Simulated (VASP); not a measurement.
A run of VASP 6.6.1 is set up as follows.

File INCAR:

```
SYSTEM = TaN
  PREC = Accurate
  ENCUT = 520
  EDIFF = 1E-6
  ISMEAR = -1
  SIGMA = 0.1
  LREAL = .FALSE.
  LASPH = .TRUE.
  NELM = 100
  ALGO = Normal
  ISIF = 2
  LWAVE = .FALSE.
  LCHARG = .FALSE.
  GGA = PS
  NBANDS = 15
```

Contents of KPOINTS:

```
regular mesh
0
G
  9 9 8
  0 0 0
```

POSCAR

```
TaN
1.0
    2.8982924298      0.0000000000      0.0000000000
   -1.4491462149      2.5099952305      0.0000000000
    0.0000000000      0.0000000000      2.8440357641
Ta N
1 1
Direct
    0.3333333333      0.6666666667      0.5000000000
    0.0000000000      0.0000000000      0.0000000000
```

Potentials or basis: VASP PAW PBE potentials, release 64 (Ta_pv, N).

Launch:

```sh
$ cat potpaw_PBE.64/Ta_pv/POTCAR potpaw_PBE.64/N/POTCAR > POTCAR
$ mpirun -np 1 vasp_std > vasp.out
```

What does it give for the band gap on the k mesh?

Zero (band 8 reaches 8.67 eV, above the bottom of band 9 at 8.41 eV).

Predict the pressure.

11.4 GPa.

Stress tensor (GPa, compression positive):
```
10.72  0.00  0.00
 0.00 10.72  0.00
 0.00  0.00 12.79
```

Caveat: the PAW data sets were made with another functional, which shifts forces and pressure a little; spin-orbit coupling is left out, which moves the levels of the heavy elements.
